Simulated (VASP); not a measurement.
# Mg (P6_3/mmc) in VASP: a series of runs, part 2 of 2

VASP 6.6.1.

## (3) Single point, PBE

This run uses another cell than the first one, of 22.95 Å³/atom, 1.087 times its volume.

The input, INCAR:

```
ALGO = Normal ; EDIFF = 1E-6
ENCUT = 520 ; GGA = PE
ISIF = 2 ; ISMEAR = -1
LASPH = T ; LCHARG = F
LREAL = F ; LWAVE = F
NBANDS = 9 ; NELM = 60
PREC = Accurate ; SIGMA = 0.1
```

The input, KPOINTS:

```
k-points
0
Gamma
  15 15 8
```

The input, POSCAR:

```
Mg
1.0
    3.2093793355      0.0000000000      0.0000000000
   -1.6046896678      2.7794040349      0.0000000000
    0.0000000000      0.0000000000      5.1454484515
Mg
2
Direct
    0.3333333333      0.6666666667      0.2500000000
    0.6666666667      0.3333333333      0.7500000000
```

Potentials or basis: VASP PAW PBE potentials, release 64 (Mg).

Run with:

```
$ cat potpaw_PBE.64/Mg/POTCAR > POTCAR
$ mpirun -np 1 vasp_std > vasp.out
```

OUTCAR:

```text
EDIFF = 1E-6
   ENCUT = 520
   GGA = PE
   ISIF = 2
   ISMEAR = -1
   LASPH = T
   LREAL = F
   NELM = 60
   PREC = Accurate

 ion  position               nearest neighbor table
   1  0.333  0.667  0.250-   2 3.17   2 3.17   2 3.17   2 3.17   2 3.17   2 3.17
   2  0.667  0.333  0.750-   1 3.17   1 3.17   1 3.17   1 3.17   1 3.17   1 3.17

  LATTYP: Found a hexagonal cell.
 ALAT       =     3.2093793355
 C/A-ratio  =     1.6032534374

  Lattice vectors:

 A1 = (   3.2093793355,   0.0000000000,   0.0000000000)
 A2 = (  -1.6046896678,   2.7794040349,   0.0000000000)
 A3 = (   0.0000000000,   0.0000000000,   5.1454484515)

Analysis of symmetry for initial positions (statically):
=====================================================================
 Subroutine PRICEL returns:
 Original cell was already a primitive cell.

 Routine SETGRP: Setting up the symmetry group for a
 hexagonal supercell.

 Subroutine GETGRP returns: Found 24 space group operations
 (whereof 12 operations were pure point group operations)
 out of a pool of 24 trial point group operations.

[... 170 lines left out ...]

 k-point     1 :       0.0000    0.0000    0.0000
  band No.  band energies     occupation
      1      -4.2979      2.00000
      2       1.0166      2.00000
      3       1.5105      1.99997
      4      13.4438      0.00000
      5      13.4438      0.00000
      6      13.5278      0.00000
      7      13.5278      0.00000
      8      14.5224      0.00000
      9      15.9263      0.00000
[... 265 lines left out ...]
 k-point    24 :       0.4000    0.2000    0.0000
  band No.  band energies     occupation
      1       1.0098      2.00000
      2       1.0169      2.00000
      3       4.5047      0.00000
      4       5.8384      0.00000
      5       6.2265      0.00000
      6       6.4887      0.00000
      7       7.8064      0.00000
      8       9.7022      0.00000
      9      10.8155      0.00000

 [... further k-points ...]

------------------------ aborting loop because EDIFF is reached ----------------------------------------

  FORCE on cell =-STRESS in cart. coord.  units (eV):
  Direction    XX          YY          ZZ          XY          YZ          ZX
  --------------------------------------------------------------------------------------
  -------------------------------------------------------------------------------------
  Total       -0.0309788     -0.0309788     -0.0252740      0.0000000      0.0000000      0.0000000
  in kB       -1.0813837     -1.0813837     -0.8822435      0.0000000      0.0000000      0.0000000
  external PRESSURE =      -1.0150037 kB  Pullay stress =       0.0000000 kB

 VOLUME and BASIS-vectors are now :
 -----------------------------------------------------------------------------
  energy-cutoff  :      520.00
  volume of cell :       45.90
      direct lattice vectors                 reciprocal lattice vectors
     3.209379335  0.000000000  0.000000000     0.311586726  0.179894680  0.000000000
    -1.604689668  2.779404035  0.000000000     0.000000000  0.359789360  0.000000000
     0.000000000  0.000000000  5.145448452     0.000000000  0.000000000  0.194346520

 POSITION                                       TOTAL-FORCE (eV/Angst)
 -----------------------------------------------------------------------------------
     -0.00000      1.85294      1.28636        -0.000000      0.000000      0.000000
      1.60469      0.92647      3.85909         0.000000     -0.000000      0.000000
 -----------------------------------------------------------------------------------
    total drift:                                0.000000     -0.000000      0.000000

  FREE ENERGIE OF THE ION-ELECTRON SYSTEM (eV)
  ---------------------------------------------------
  free  energy   TOTEN  =        -3.0270813837 eV

  energy  without entropy=       -2.9997994479  energy(sigma->0) =       -3.01344042
```

stdout:

```text
POSCAR found type information on POSCAR Mg
 POSCAR found :  1 types and       2 ions
 scaLAPACK will be used
 LDA part: xc-table for (Slater+PW92), standard interpolation
 POSCAR, INCAR and KPOINTS ok, starting setup
 FFT: planning ... GRIDC
 FFT: planning ... GRID_SOFT
 FFT: planning ... GRID
 WAVECAR not read
 entering main loop
```

Wall time 16 s (1 thread of Intel Xeon Platinum 8559C (Emerald Rapids), shared host); peak memory 0.19 GiB.

Results:

```
Free energy            : -3.0271 eV
Pressure               : -0.1 GPa
Band gap on the k mesh : zero (band 2 reaches 3.53 eV, above the bottom of band 3 at 1.51 eV)
```

Levels at points of the mesh, in eV from the Fermi level:
```
           k point  band 1  band 2  band 3  band 4  band 5
(0.00, 0.00, 0.00)   -6.93   -1.62   -1.12   10.81   10.81
(0.00, 0.00, 0.50)   -5.52   -5.52    5.23    5.23   11.57
```

## (4) Single point, PBE

This run uses another cell than the first one, of 22.95 Å³/atom, 1.087 times its volume.

The input, INCAR:

```
SYSTEM = Mg
PREC = Accurate
ENCUT = 520
EDIFF = 1E-7
ISMEAR = -1
SIGMA = 0.1
LREAL = .False.
LASPH = .True.
NELM = 80
ALGO = Normal
ISIF = 2
LWAVE = .False.
LCHARG = .False.
GGA = PE
NBANDS = 9
```

The input, KPOINTS:

```
Automatic mesh
0
Gamma
  15 15 8
  0 0 0
```

POSCAR is that of step 3.

Run with:

```
$ cat potpaw_PBE.64/Mg/POTCAR > POTCAR
$ mpirun -np 1 vasp_std > vasp.out
```

It took 15 s on 1 thread of Intel Xeon Platinum 8559C (Emerald Rapids), shared host; peak memory 0.19 GiB.

The run converged. Its results:

| Item | Value |
| --- | --- |
| Free energy | -3.0271 eV |
| Pressure | -0.1 GPa |
| Band gap on the k mesh | zero (band 2 reaches 3.53 eV, above the bottom of band 3 at 1.51 eV) |

Levels at points of the mesh, in eV from the Fermi level:
| k point | band 1 | band 2 | band 3 | band 4 | band 5 |
| --- | --- | --- | --- | --- | --- |
| (0.00, 0.00, 0.00) | -6.93 | -1.62 | -1.12 | 10.81 | 10.81 |
| (0.00, 0.00, 0.50) | -5.52 | -5.52 | 5.23 | 5.23 | 11.57 |
